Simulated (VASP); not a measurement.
# MgO (Pm-3m) in VASP: settings compared

Aim: see how the results for MgO move with the level of theory and the settings. Levels: HSE06, PBE-based global hybrid. Tasks: single point.

All numbers are computed with VASP 6.6.1; they aren't measurements. Logs are shortened: lines on timing, memory, paths and dates and some standing lists are left out, and cuts for length are marked.

## (1) The cell of the first run

The structure is cubic, space group Pm-3m (No. 221). Conventional cell: a = 2.623 Å, b = 2.623 Å, c = 2.623 Å, α = 90.00°, β = 90.00°, γ = 90.00°. Within 3.0 Å of Mg (site symmetry m-3m) lie 8 O at 2.27 Å and 6 Mg at 2.62 Å. Within 3.0 Å of O (site symmetry m-3m) lie 8 Mg at 2.27 Å and 6 O at 2.62 Å.

## (2) Single point, HSE06

POSCAR

```
MgO
1.0
    2.6233491285      0.0000000000      0.0000000000
    0.0000000000      2.6233491285      0.0000000000
    0.0000000000      0.0000000000      2.6233491285
Mg O
1 1
Direct
    0.0000000000      0.0000000000      0.0000000000
    0.5000000000      0.5000000000      0.5000000000
```

INCAR.step1

```
  PREC = Accurate
  ENCUT = 520
  EDIFF = 1E-5
  ISMEAR = 0
  SIGMA = 0.01
  LREAL = False
  LASPH = True
  NELM = 80
  ALGO = Normal
  ISIF = 2
  LWAVE = True
  LCHARG = False
  GGA = PE
  NBANDS = 11
```

INCAR.step2

```
  PREC = Accurate
  ENCUT = 520
  EDIFF = 1E-7
  ISMEAR = 0
  SIGMA = 0.01
  LREAL = False
  LASPH = True
  NELM = 80
  ALGO = Normal
  ISIF = 2
  LWAVE = False
  LCHARG = False
  GGA = PE
  LHFCALC = True
  HFSCREEN = 0.2079
  PRECFOCK = Normal
  ISTART = 1
  NBANDS = 11
```

KPOINTS

```
regular mesh
0
Gamma
  4 4 4
```

Potentials or basis: VASP PAW PBE potentials, release 64 (Mg, O).

Started as:

```bash
$ cat potpaw_PBE.64/Mg/POTCAR potpaw_PBE.64/O/POTCAR > POTCAR
$ cp INCAR.step1 INCAR
$ mpirun -np 1 vasp_std > vasp.out
$ cp INCAR.step2 INCAR
$ mpirun -np 1 vasp_std > vasp.out
```

OUTCAR:

```text
PREC = Accurate
   ENCUT = 520
   EDIFF = 1E-7
   ISMEAR = 0
   LREAL = False
   LASPH = True
   NELM = 80
   ISIF = 2
   GGA = PE
   LHFCALC = True
   HFSCREEN = 0.2079
   PRECFOCK = Normal
   ISTART = 1

 ion  position               nearest neighbor table
   1  0.000  0.000  0.000-   2 2.27   2 2.27   2 2.27   2 2.27   2 2.27   2 2.27   2 2.27   2 2.27

   2  0.500  0.500  0.500-   1 2.27   1 2.27   1 2.27   1 2.27   1 2.27   1 2.27   1 2.27   1 2.27

  LATTYP: Found a simple cubic cell.
 ALAT       =     2.6233491285

  Lattice vectors:

 A1 = (   2.6233491285,   0.0000000000,   0.0000000000)
 A2 = (   0.0000000000,   2.6233491285,   0.0000000000)
 A3 = (   0.0000000000,   0.0000000000,   2.6233491285)

Analysis of symmetry for initial positions (statically):
=====================================================================
 Subroutine PRICEL returns:
 Original cell was already a primitive cell.

 Routine SETGRP: Setting up the symmetry group for a
 simple cubic supercell.

 Subroutine GETGRP returns: Found 48 space group operations
 (whereof 48 operations were pure point group operations)
 out of a pool of 48 trial point group operations.

The static configuration has the point symmetry O_h .

Analysis of symmetry for dynamics (positions and initial velocities):
=====================================================================
 Subroutine PRICEL returns:
 Original cell was already a primitive cell.

 Routine SETGRP: Setting up the symmetry group for a
 simple cubic supercell.

 Subroutine GETGRP returns: Found 48 space group operations
 (whereof 48 operations were pure point group operations)
 out of a pool of 48 trial point group operations.

The dynamic configuration has the point symmetry O_h .

 Subroutine INISYM returns: Found 48 space group operations
 (whereof 48 operations are pure point group operations),
 and found     1 'primitive' translations

----------------------------------------------------------------------------------------

                                     Primitive cell

  volume of cell :      18.0538

  direct lattice vectors                    reciprocal lattice vectors
     2.623349129  0.000000000  0.000000000     0.381192114  0.000000000  0.000000000
     0.000000000  2.623349129  0.000000000     0.000000000  0.381192114  0.000000000
     0.000000000  0.000000000  2.623349129     0.000000000  0.000000000  0.381192114

  length of vectors
     2.623349129  2.623349129  2.623349129     0.381192114  0.381192114  0.381192114

  position of ions in fractional coordinates (direct lattice)
     0.000000000  0.000000000  0.000000000
     0.500000000  0.500000000  0.500000000

  ion indices of the primitive-cell ions
   primitive index   ion index
                 1           1
                 2           2

----------------------------------------------------------------------------------------

 KPOINTS: regular mesh

Automatic generation of k-mesh.
 Grid dimensions read from file:
 generate k-points for:    4    4    4

 Generating k-lattice:

  Cartesian coordinates                     Fractional coordinates (reciprocal lattice)
     0.095298028  0.000000000  0.000000000     0.250000000  0.000000000  0.000000000
     0.000000000  0.095298028  0.000000000     0.000000000  0.250000000  0.000000000
     0.000000000  0.000000000  0.095298028     0.000000000  0.000000000  0.250000000

  Length of vectors
     0.095298028  0.095298028  0.095298028

  Shift w.r.t. Gamma in fractional coordinates (k-lattice)
     0.000000000  0.000000000  0.000000000

 Subroutine IBZKPT returns following result:
 ===========================================

 Found     10 irreducible k-points:

 Following reciprocal coordinates:
            Coordinates               Weight
  0.000000  0.000000  0.000000      1.000000
  0.250000  0.000000  0.000000      6.000000
  0.500000  0.000000  0.000000      3.000000
  0.250000  0.250000  0.000000     12.000000
  0.500000  0.250000  0.000000     12.000000
  0.500000  0.500000  0.000000      3.000000
  0.250000  0.250000  0.250000      8.000000
  0.500000  0.250000  0.250000     12.000000
  0.500000  0.500000  0.250000      6.000000
  0.500000  0.500000  0.500000      1.000000
   k-points           NKPTS =     10   k-points in BZ     NKDIM =     64   number of bands    NBANDS=     11
   number of dos      NEDOS =    301   number of ions     NIONS =      2
   total plane-waves  NPLWV =   8000
   dimension x,y,z NGX =    20 NGY =   20 NGZ =   20
   dimension x,y,z NGXF=    40 NGYF=   40 NGZF=   40
   ions per type =               1   1
   NGX,Y,Z   is equivalent  to a cutoff of  12.67, 12.67, 12.67 a.u.
   NGXF,Y,Z  is equivalent  to a cutoff of  25.35, 25.35, 25.35 a.u.
 SYSTEM =  unknown system
   PREC   = accura    normal or accurate (medium, high low for compatibility)
   ISTART =      1    job   : 0-new  1-cont  2-samecut
   ICHARG =      0    charge: 1-file 2-atom 10-const
   ISPIN  =      1    spin polarized calculation?
   LNONCOLLINEAR =      F non collinear calculations
   LSORBIT =      F    spin-orbit coupling
   LASPH  =      T    aspherical Exc in radial PAW
   ENCUT  =  520.0 eV  38.22 Ry    6.18 a.u.   4.88  4.88  4.88*2*pi/ulx,y,z
   NELM   =     80;   NELMIN=  2; NELMDL=  0     # of ELM steps
   EDIFF  = 0.1E-06   stopping-criterion for ELM
   LREAL  =      F    real-space projection
   EDIFFG = 0.1E-05   stopping-criterion for IOM
   NSW    =      0    number of steps for IOM
   IBRION =     -1    ionic relax: 0-MD 1-quasi-New 2-CG
   NFREE  =      0    steps in history (QN), initial steepest desc. (CG)
   ISIF   =      2    stress and relaxation
   ISYM   =      3    0-nonsym 1-usesym 2-fastsym
   POTIM  = 0.5000    time-step for ionic-motion
   TEBEG  =    0.0;   TEEND  =   0.0 temperature during run
   PSTRESS=    0.0 pullay stress
   NELECT =       8.0000    total number of electrons
   NUPDOWN=      -1.0000    fix difference up-down
   EMIN   =  10.00;   EMAX   =-10.00  energy-range for DOS
   EFERMI =   0.00;   METHOD = LEGACY
   ISMEAR =     0;   SIGMA  =   0.01  broadening in eV -4-tet -1-fermi 0-gaus
   EFERMI_NEDOS =   21; number of points for ismear=-14 and -15
   IALGO  =     38    algorithm
   IMIX   =      1    mixing-type and parameters
     AMIX     =   0.40;   BMIX     =  1.00
     AMIX_MAG =   1.60;   BMIX_MAG =  1.00
  volume/ion in A,a.u.               =       9.03        60.92
  Fermi-wavevector in a.u.,A,eV,Ry     =   1.248098  2.358563 21.194461  1.557749
  Thomas-Fermi vector in A             =   2.382200
   LORBIT       =      0    0 simple, 1 ext, 2 COOP (PROOUT), +10 PAW based schemes
   GGA     = PE    functional components
   LHFCALC =     T    Hartree Fock is set to
   PRECFOCK=normal    Normal, Fast or Accurate (Low or Medium for compatibility)
   ENCUT4O =  -1.0   cutoff for four orbital integrals eV
   NKREDX  =     1    reduce k-point grid by
   NKREDY  =     1    reduce k-point grid by
   NKREDZ  =     1    reduce k-point grid by
   AEXX    =    0.2500 exact exchange contribution
   HFSCREEN=    0.2079 screening length (either q_TF or 0.3 A-1)
   HFSCREENC=   0.2079 screening length for correlation (either q_TF or 0.3 A-1)
   ENCUTFOCK=  -1.0 apply spherical cutoff to Coloumb kernel
   IVDW    =     0    specifies the selected vdW correction
   LEPSILON=     F    determine dielectric tensor
   LRPA    =     F    only Hartree local field effects (RPA)
 non-spin polarized calculation
 Gauss-broadening in eV      SIGMA  =   0.01
  energy-cutoff  :      520.00
  volume of cell :       18.05
 maximum number of plane-waves:       500
 NGX is ok and might be reduce to    20
  NGX = 16; NGY = 16; NGZ = 16

 number of electron       7.9999999 magnetization

 Free energy of the ion-electron system (eV)
  ---------------------------------------------------
  ext. energy  EPLUGINS =         0.00000000
  ---------------------------------------------------
  free energy    TOTEN  =       -12.57447845 eV

  energy without entropy =      -12.57447845  energy(sigma->0) =      -12.57447845

 E-fermi :   4.1087     XC(G=0):  -9.3189

 val. band max:        4.0385810761   @ k =   0.5000   0.5000   0.0000
 cond. band min:       8.1908515405   @ k =   0.0000   0.0000   0.0000
 fundamental gap:      4.1522704644
 Fermi energy:         4.1086926439

 k-point     1 :       0.0000    0.0000    0.0000
  band No.  band energies     occupation
      1     -16.2207      2.00000
      2       2.9274      2.00000
      3       2.9274      2.00000
      4       2.9274      2.00000
      5       8.1909      0.00000
      6      16.2031      0.00000
      7      16.2031      0.00000
      8      26.8213      0.00000
      9      26.8213      0.00000
     10      26.8213      0.00000
     11      33.7902      0.00000

 k-point     2 :       0.2500    0.0000    0.0000
  band No.  band energies     occupation
      1     -15.6294      2.00000
      2      -0.5271      2.00000
      3       3.1663      2.00000
      4       3.1663      2.00000
      5      10.5674      0.00000
      6      16.9044      0.00000
      7      17.5506      0.00000
      8      25.5774      0.00000
      9      25.5774      0.00000
     10      28.5017      0.00000
     11      29.0580      0.00000

 k-point     3 :       0.5000    0.0000    0.0000
  band No.  band energies     occupation
      1     -14.9151      2.00000
      2      -2.9810      2.00000
      3       3.4205      2.00000
      4       3.4205      2.00000
      5      12.8535      0.00000
      6      15.6437      0.00000
      7      20.5112      0.00000
      8      23.3799      0.00000
      9      24.1763      0.00000
     10      24.1763      0.00000
     11      30.0568      0.00000

 k-point     4 :       0.2500    0.2500    0.0000
  band No.  band energies     occupation
      1     -15.1037      2.00000
      2      -0.2928      2.00000
      3       0.5770      2.00000
      4       3.4334      2.00000
      5      12.4273      0.00000
      6      16.1762      0.00000
      7      17.9518      0.00000
      8      24.3634      0.00000
      9      25.5751      0.00000
     10      26.5571      0.00000
     11      28.0374      0.00000

 k-point     5 :       0.5000    0.2500    0.0000
  band No.  band energies     occupation
      1     -14.4815      2.00000
      2      -2.1458      2.00000
      3       0.8970      2.00000
      4       3.7187      2.00000
      5      13.3149      0.00000
      6      15.1618      0.00000
      7      18.3259      0.00000
      8      22.6783      0.00000
      9      24.6725      0.00000
     10      27.3555      0.00000
     11      29.0097      0.00000

 k-point     6 :       0.5000    0.5000    0.0000
  band No.  band energies     occupation
      1     -13.9813      2.00000
      2      -1.0866      2.00000
      3      -1.0866      2.00000
      4       4.0386      2.00000
      5      10.5824      0.00000
      6      18.4591      0.00000
      7      18.4591      0.00000
      8      19.3594      0.00000
      9      25.3823      0.00000
     10      25.3823      0.00000
     11      31.4431      0.00000

 k-point     7 :       0.2500    0.2500    0.2500
  band No.  band energies     occupation
      1     -14.6189      2.00000
      2       0.0723      2.00000
      3       1.0340      2.00000
      4       1.0340      2.00000
      5      13.4162      0.00000
      6      16.7727      0.00000
      7      16.7727      0.00000
      8      21.8143      0.00000
      9      25.0963      0.00000
     10      25.0963      0.00000
     11      31.5054      0.00000

 k-point     8 :       0.5000    0.2500    0.2500
  band No.  band energies     occupation
      1     -14.0525      2.00000
      2      -1.4331      2.00000
      3       1.1621      2.00000
      4       1.5595      2.00000
      5      13.5841      0.00000
      6      15.3222      0.00000
      7      16.0321      0.00000
      8      23.1216      0.00000
      9      24.3434      0.00000
     10      24.6103      0.00000
     11      29.3886      0.00000

 k-point     9 :       0.5000    0.5000    0.2500
  band No.  band energies     occupation
      1     -13.5588      2.00000
      2      -0.5572      2.00000
      3      -0.5572      2.00000
      4       1.8805      2.00000
      5      11.6936      0.00000
      6      15.5270      0.00000
      7      15.5270      0.00000
      8      22.4820      0.00000
      9      25.4026      0.00000
     10      25.4026      0.00000
     11      25.8445      0.00000

 k-point    10 :       0.5000    0.5000    0.5000
  band No.  band energies     occupation
      1     -13.0751      2.00000
      2       0.0713      2.00000
      3       0.0713      2.00000
      4       0.0713      2.00000
      5      13.2031      0.00000
      6      13.2031      0.00000
      7      13.2031      0.00000
      8      22.5584      0.00000
      9      25.4259      0.00000
     10      25.4259      0.00000
     11      25.4259      0.00000

------------------------ aborting loop because EDIFF is reached ----------------------------------------

  FORCE on cell =-STRESS in cart. coord.  units (eV):
  Direction    XX          YY          ZZ          XY          YZ          ZX
  --------------------------------------------------------------------------------------
  -------------------------------------------------------------------------------------
  Total       -0.1324664     -0.1324664     -0.1324664     -0.0000000     -0.0000000      0.0000000
  in kB      -11.7556855    -11.7556855    -11.7556855     -0.0000000     -0.0000000      0.0000000
  external PRESSURE =     -11.7556855 kB  Pullay stress =       0.0000000 kB

 VOLUME and BASIS-vectors are now :
 -----------------------------------------------------------------------------
  energy-cutoff  :      520.00
  volume of cell :       18.05
      direct lattice vectors                 reciprocal lattice vectors
     2.623349129  0.000000000  0.000000000     0.381192114  0.000000000  0.000000000
     0.000000000  2.623349129  0.000000000     0.000000000  0.381192114  0.000000000
     0.000000000  0.000000000  2.623349129     0.000000000  0.000000000  0.381192114

 POSITION                                       TOTAL-FORCE (eV/Angst)
 -----------------------------------------------------------------------------------
      0.00000      0.00000      0.00000         0.000000      0.000000      0.000000
      1.31167      1.31167      1.31167         0.000000      0.000000      0.000000
 -----------------------------------------------------------------------------------
    total drift:                                0.000410      0.000407      0.000407

  FREE ENERGIE OF THE ION-ELECTRON SYSTEM (eV)
  ---------------------------------------------------
  free  energy   TOTEN  =       -12.5744784482 eV

  energy  without entropy=      -12.5744784482  energy(sigma->0) =      -12.57447845
```

Wall time 50 s (1 thread of Intel Xeon Platinum 8488C (Sapphire Rapids), shared host); peak memory 0.23 GiB.

What came out:

| Property | Result |
| --- | --- |
| Free energy | -12.5745 eV |
| Pressure | -1.2 GPa |
| Band gap on the k mesh | 4.15 eV, indirect (least direct gap 5.26 eV) |

Caveat: the k points lie up to 0.60 Å⁻¹ apart; the PAW data sets were made with another functional, which shifts forces and pressure a little.

(Continued in part 2 of 2.)
